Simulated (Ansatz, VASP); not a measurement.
# ZnSe in VASP and in Ansatz

Contents of INCAR:

```
ALGO     = Normal         # electronic algorithm
EDIFF    = 1E-6           # SCF threshold, eV
ENCUT    = 520            # plane-wave cutoff, eV
GGA      = PE             # functional
ISIF     = 2              # what is computed and relaxed
ISMEAR   = 0              # smearing method
LASPH    = True           # aspherical terms in the spheres
LCHARG   = False          # write CHGCAR
LREAL    = False          # projectors in reciprocal space
LWAVE    = False          # write WAVECAR
NBANDS   = 16             # bands
NELM     = 80             # most SCF steps
PREC     = Accurate       # precision mode
SIGMA    = 0.02           # smearing width, eV
```

The input KPOINTS:

```
k-points
0
Gamma
  8 8 8
```

Contents of POSCAR:

```
ZnSe
1.0
    0.0000000000      2.7463653362      2.7463653362
    2.7463653362      0.0000000000      2.7463653362
    2.7463653362      2.7463653362      0.0000000000
Zn Se
1 1
Direct
    0.0000000000      0.0000000000      0.0000000000
    0.2500000000      0.2500000000      0.2500000000
```

Input for Ansatz:

```yaml
crystal:
  lattice:
    - [0.0, 2.7463653362, 2.7463653362]
    - [2.7463653362, 0.0, 2.7463653362]
    - [2.7463653362, 2.7463653362, 0.0]
  atoms:
    - { symbol: Zn, position: [0.0, 0.0, 0.0] }
    - { symbol: Se, position: [0.25, 0.25, 0.25] }
basis:
  ecutwfc: 420
kpoints:
  mp_grid: { grid: [8, 8, 8] }
hamiltonian:
  xc: pbe
scf:
  occupations: { method: gaussian, width: 0.02 }
output:
  forces: true
  stress: true
  eigenvalues: true
```

Alike in both runs: task single point; functional PBE; k mesh 8 × 8 × 8; occupations gaussian, width 0.02 eV; no spin polarisation.

```csv
,VASP,Ansatz
version,VASP 6.6.1,Ansatz 0.2.0
potentials or method,"VASP PAW PBE potentials, release 64 (Zn, Se), cutoff 520 eV","scalar-relativistic, plane waves, PAW"
valence electrons in the cell,18,28
```

VASP gave:

- gap on the k mesh at the Fermi level (eV): 1.68
- least direct gap on the mesh (eV): 1.68
- pressure (GPa): 10.1

Which values does Ansatz return?

gap on the k mesh at the Fermi level (eV): 1.68; least direct gap on the mesh (eV): 1.68; pressure (GPa): 9.7.

VASP's potentials hold 18 valence electrons a cell and Ansatz's 28, so a difference there can come from the potentials and not from the codes.
